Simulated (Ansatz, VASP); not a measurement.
## Two plane-wave programs on Mo

```
Mo
1.0
    -1.58381    1.58381    1.58381
     1.58381   -1.58381    1.58381
     1.58381    1.58381   -1.58381
Mo
1
Cartesian
  0.0000 0.0000 0.0000
```

Alike in both runs: task relaxation of cell and atoms; functional PBEsol; k mesh 8 × 8 × 8; occupations gaussian, width 0.1 eV; no spin polarisation.

```csv
,VASP,Ansatz
version,VASP 6.6.1,Ansatz 0.2.0
potentials or method,"VASP PAW PBE potentials, release 64 (Mo_sv), cutoff 600 eV","scalar-relativistic, plane waves, PAW"
valence electrons in the cell,14,14
```

VASP gave:

```
gap on the k mesh at the Fermi level, each at its own relaxed structure (eV) : none
relaxed volume (Å³/atom)                                                     : 15.40
relaxed cell length with the largest relative difference (Å)                 : 2.715
```

Estimate Ansatz's values.

gap on the k mesh at the Fermi level, each at its own relaxed structure (eV): none; relaxed volume (Å³/atom): 15.36; relaxed cell length with the largest relative difference (Å): 2.712.

VASP's potentials were made for PBE, not for PBEsol. A gap of «none» marks a metal or a gap that the smearing closes.
